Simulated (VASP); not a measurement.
# Re (Fm-3m) in VASP: a series of runs, part 2 of 2

VASP 6.6.1. The steps go on from the part before.

## 3. Relaxation of cell and atoms, PBEsol

Input file INCAR:

```
ALGO = Normal ; EDIFF = 1E-6
EDIFFG = -0.03 ; ENCUT = 600
GGA = PS ; IBRION = 2
ISIF = 3 ; ISMEAR = -1
LASPH = True ; LCHARG = False
LREAL = False ; LWAVE = False
NELM = 100 ; NSW = 80
PREC = Accurate ; SIGMA = 0.1
```

Input file KPOINTS:

```
k-points
0
Gamma
  8 8 8
```

Input file POSCAR:

```
Re
1.0
    0.0000000000      1.9394505813      1.9394505813
    1.9394505813      0.0000000000      1.9394505813
    1.9394505813      1.9394505813      0.0000000000
Re
1
Direct
    0.0000000000      0.0000000000      0.0000000000
```

Potentials or basis: VASP PAW PBE potentials, release 64 (Re).

The run is started by

```bash
cat potpaw_PBE.64/Re/POTCAR > POTCAR
mpirun -np 1 vasp_std > vasp.out
```

OUTCAR:

```text
EDIFF = 1E-6
   EDIFFG = -0.03
   ENCUT = 600
   GGA = PS
   IBRION = 2
   ISIF = 3
   ISMEAR = -1
   LASPH = True
   LREAL = False
   NELM = 100
   NSW = 80
   PREC = Accurate

 ion  position               nearest neighbor table
   1  0.000  0.000  0.000-

  LATTYP: Found a face centered cubic cell.
 ALAT       =     3.8789011626

  Lattice vectors:

 A1 = (   0.0000000000,   1.9394505813,   1.9394505813)
 A2 = (   1.9394505813,   0.0000000000,   1.9394505813)
 A3 = (   1.9394505813,   1.9394505813,   0.0000000000)

[... 413 lines left out ...]
      2       4.2552      2.00000
      3       6.1385      2.00000
      4       7.5537      1.99719
      5      11.5234      0.00000
      6      15.5075      0.00000
      7      17.1489      0.00000

 [... further k-points ...]
[... 5 lines left out ...]
  --------------------------------------------------------------------------------------
  -------------------------------------------------------------------------------------
  Total        0.0164313      0.0164313      0.0164313      0.0000000      0.0000000     -0.0000000
  in kB        1.8043261      1.8043261      1.8043261      0.0000000      0.0000000     -0.0000000
  external PRESSURE =       1.8043261 kB  Pullay stress =       0.0000000 kB

 VOLUME and BASIS-vectors are now :
 -----------------------------------------------------------------------------
  energy-cutoff  :      600.00
  volume of cell :       14.59
      direct lattice vectors                 reciprocal lattice vectors
     0.000000000  1.939450581  1.939450581    -0.257804971  0.257804971  0.257804971
     1.939450581  0.000000000  1.939450581     0.257804971 -0.257804971  0.257804971
     1.939450581  1.939450581  0.000000000     0.257804971  0.257804971 -0.257804971

 POSITION                                       TOTAL-FORCE (eV/Angst)
 -----------------------------------------------------------------------------------
      0.00000      0.00000      0.00000         0.000000      0.000000      0.000000
 -----------------------------------------------------------------------------------
    total drift:                               -0.000000      0.000000     -0.000000

  FREE ENERGIE OF THE ION-ELECTRON SYSTEM (eV)
  ---------------------------------------------------
  free  energy   TOTEN  =       -13.2942976017 eV

  energy  without entropy=      -13.2633894752  energy(sigma->0) =      -13.27884354

 reached required accuracy - stopping structural energy minimisation
```

OSZICAR:

```text
N       E                     dE             d eps       ncg     rms          rms(c)
DAV:   1     0.473891783807E+01    0.47389E+01   -0.37780E+03   644   0.121E+03
DAV:   2    -0.134770444491E+02   -0.18216E+02   -0.17402E+02   441   0.116E+02
DAV:   3    -0.140417072061E+02   -0.56466E+00   -0.56205E+00   735   0.244E+01
DAV:   4    -0.140426199837E+02   -0.91278E-03   -0.91265E-03   448   0.112E+00
DAV:   5    -0.140426311045E+02   -0.11121E-04   -0.11121E-04   770   0.211E-01    0.318E+01
DAV:   6    -0.134825631224E+02    0.56007E+00   -0.57753E-01   686   0.254E+01    0.132E+01
DAV:   7    -0.132996694849E+02    0.18289E+00   -0.41043E-01   693   0.206E+01    0.484E-01
DAV:   8    -0.132948594666E+02    0.48100E-02   -0.16613E-03   539   0.468E-01    0.953E-02
DAV:   9    -0.132942963152E+02    0.56315E-03   -0.36836E-04   602   0.191E-01    0.362E-02
DAV:  10    -0.132942976647E+02   -0.13495E-05   -0.30869E-05   532   0.995E-02    0.395E-03
DAV:  11    -0.132942976017E+02    0.63003E-07   -0.49800E-07   462   0.139E-02
   1 F= -.13294298E+02 E0= -.13278844E+02  d E =-.132943E+02
```

CONTCAR:

```text
Re
   1.00000000000000
     0.0000000000000000    1.9394505813000000    1.9394505813000000
     1.9394505813000000    0.0000000000000000    1.9394505813000000
     1.9394505813000000    1.9394505813000000    0.0000000000000000
  Re
     1
Direct
     0.0000000000000000    0.0000000000000000    0.0000000000000000

  0.00000000E+00  0.00000000E+00  0.00000000E+00
```

Run time: 2.2 s. Hardware: 1 thread of Intel Xeon 6975P-C (Granite Rapids), shared host; peak memory 0.13 GiB.

What came out:

```
Free energy             : -13.2943 eV
Pressure after relaxing : 0.2 GPa
Band gap on the k mesh  : zero (an odd number of electrons rules out a gap without spin polarisation)
```

Final structure:
```
Re
1.0
     0.00000    1.93945    1.93945
     1.93945    0.00000    1.93945
     1.93945    1.93945    0.00000
Re
1
Direct
  0.00000 0.00000 0.00000
```

Caveat: the relaxation stopped at its first step, so nothing moved; the PAW data sets were made with another functional, which shifts forces and pressure a little; spin-orbit coupling is left out, which moves the levels of the heavy elements.

## 4. Relaxation of cell and atoms, PBEsol

This run uses another cell than the first one, of 14.72 Å³/atom.

Input file INCAR:

```
PREC = Accurate
ENCUT = 600
EDIFF = 1E-7
ISMEAR = -1
SIGMA = 0.1
LREAL = False
LASPH = True
NELM = 120
ALGO = Normal
ISIF = 3
LWAVE = False
LCHARG = False
GGA = PS
IBRION = 2
NSW = 80
EDIFFG = -0.03
GGA_COMPAT = False
NELMIN = 4
```

Input file KPOINTS:

```
Automatic mesh
0
Gamma
  8 8 8
```

Input file POSCAR:

```
Re
1.0
    0.0000000000      1.9450000000      1.9450000000
    1.9450000000      0.0000000000      1.9450000000
    1.9450000000      1.9450000000      0.0000000000
Re
1
Direct
    0.0000000000      0.0000000000      0.0000000000
```

The run is started by

```bash
cat potpaw_PBE.64/Re/POTCAR > POTCAR
mpirun -np 1 vasp_std > vasp.out
```

Run time: 28 s. Hardware: 1 thread of AMD EPYC 7R43 (Zen 3), shared host; peak memory 0.11 GiB.

Results (log left out):

```
Free energy                           : -13.2943 eV
Relaxed volume                        : 14.60 Å³/atom
Relaxed cell                          : a = 2.743 Å, b = 2.743 Å, c = 2.743 Å, α = 60.00°, β = 60.00°, γ = 60.00°
Space group after relaxing (to 0.1 Å) : Fm-3m (No. 225)
Energy gained by relaxing             : 1.2 meV/atom
Ionic steps                           : 3
Pressure after relaxing               : 0.0 GPa
Band gap on the k mesh                : zero (an odd number of electrons rules out a gap without spin polarisation)
```

The path:
| step | energy change (eV) | largest force (eV/Å) | pressure (GPa) | volume (Å³) |
| --- | --- | --- | --- | --- |
| 1 | 0.0000 | 0.0000 | -3.07 | 14.72 |
| 2 | 0.0190 | 0.0000 | 14.06 | 14.12 |
| 3 | -0.0012 | 0.0000 | -0.05 | 14.60 |

Final structure:
```
CELL_PARAMETERS angstrom
0.00000 1.93988 1.93988
1.93988 0.00000 1.93988
1.93988 1.93988 0.00000
ATOMIC_POSITIONS crystal
Re 0.00000 0.00000 0.00000
```

Levels at points of the mesh, in eV from the Fermi level:
| k point | band 2 | band 3 | band 4 | band 5 | band 6 | band 7 |
| --- | --- | --- | --- | --- | --- | --- |
| (0.00, 0.00, 0.00) | -2.05 | -2.05 | -2.05 | 1.19 | 1.19 | 13.82 |
| (0.50, 0.00, 0.00) | -2.27 | -2.27 | 0.11 | 3.78 | 3.78 | 9.97 |
| (0.50, 0.50, 0.00) | -6.15 | 2.72 | 3.74 | 4.54 | 4.54 | 12.23 |

Caveat: the PAW data sets were made with another functional, which shifts forces and pressure a little; spin-orbit coupling is left out, which moves the levels of the heavy elements.

## 5. Overview

```csv
task,cell,cutoff (eV),gap on the mesh (eV),pressure (GPa)
single point,"a = 2.743 Å, angles 60.0°, 1 atom",520,none,0.1
relaxation of cell and atoms,"relaxed from a = 2.743 Å, angles 60.0°, 1 atom",600,none,0.2
relaxation of cell and atoms,"relaxed from a = 2.751 Å, angles 60.0°, 1 atom",600,none,0.0
```

Alike in all rows: level PBEsol; potentials or basis VASP PAW PBE potentials, release 64 (Re); no spin polarisation; k mesh 8 × 8 × 8; smearing fermi-dirac 0.1 eV.

Caveats: the PAW data sets were made with another functional, which shifts forces and pressure a little; spin-orbit coupling is left out, which moves the levels of the heavy elements; the relaxation stopped at its first step, so nothing moved (at least some runs).

Total energies depend on the potentials used, so only differences within one code and one set of settings carry meaning.
